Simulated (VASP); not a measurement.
Set up this calculation in VASP 6.6.1, as the native input.

```
Task                   : single point
Functional             : r2SCAN
Potentials or basis    : VASP PAW PBE potentials, release 64 (In_d, Se)
Cutoff                 : 520 eV
k mesh                 : 4 × 4 × 2
Occupations            : fermi-dirac, width 0.039 eV
Spin                   : no spin polarisation
Dipole correction      : no
Further INCAR settings : ALGO = Normal; EDIFF = 1e-06; NBANDS = 48
```

InSe:

```
CELL_PARAMETERS angstrom
5.89720 -2.06122 0.06835
5.89720 2.06122 0.06835
-3.37700 0.00000 8.79874
ATOMIC_POSITIONS crystal
In 0.10610 0.13534 0.48250
In 0.89450 0.88136 0.02080
In 0.11468 0.12050 0.98832
In 0.89627 0.89473 0.52068
Se 0.33472 0.33855 0.17785
Se 0.65197 0.64307 0.31511
Se 0.35935 0.32835 0.66237
Se 0.65750 0.64922 0.82450
```

One way to write it, as run:

POSCAR

```
InSe
1.0
    5.8972030000     -2.0612210000      0.0683470000
    5.8972030000      2.0612210000      0.0683470000
   -3.3769960000      0.0000000000      8.7987440000
In Se
4 4
Direct
    0.1061010221      0.1353366062      0.4824961906
    0.8944963665      0.8813609482      0.0207963182
    0.1146813475      0.1204963475      0.9883223458
    0.8962669905      0.8947266414      0.5206802196
    0.3347219924      0.3385512761      0.1778462690
    0.6519731133      0.6430696527      0.3151108513
    0.3593530807      0.3283467015      0.6623665586
    0.6575029755      0.6492224466      0.8244961142
```

INCAR.step1

```
PREC = Accurate
ENCUT = 520
ISMEAR = -1
SIGMA = 0.039
LREAL = F
LASPH = T
NELM = 80
NBANDS = 48
GGA = PE
ALGO = Normal
EDIFF = 1E-4
LWAVE = T
LCHARG = F
```

INCAR.step2

```
PREC = Accurate
ENCUT = 520
EDIFF = 1E-6
ISMEAR = -1
SIGMA = 0.039
LREAL = F
LASPH = T
NELM = 80
ALGO = Normal
ISIF = 2
LWAVE = F
LCHARG = F
METAGGA = R2SCAN
LMIXTAU = T
NBANDS = 48
ISTART = 1
```

KPOINTS

```
regular mesh
0
Gamma
  4 4 2
```

Potentials or basis: VASP PAW PBE potentials, release 64 (In_d, Se).

Command:

```sh
$ cat potpaw_PBE.64/In_d/POTCAR potpaw_PBE.64/Se/POTCAR > POTCAR
$ cp INCAR.step1 INCAR
$ mpirun -np 1 vasp_std > vasp.out
$ cp INCAR.step2 INCAR
$ mpirun -np 1 vasp_std > vasp.out
```

Results of the run:

```
Pressure               : 0.9 GPa
Largest force          : 0.807 eV/Å
Band gap on the k mesh : 1.51 eV
```

Caveat: the atoms stand as in a frame of molecular dynamics; the PAW data sets were made with another functional, which shifts forces and pressure a little; spin-orbit coupling is left out, which moves the levels of the heavy elements.

Run time: 22 min on 1 thread of AMD EPYC 9R45 96-Core Processor (Zen 5), on a shared host, peak memory 0.49 GiB.
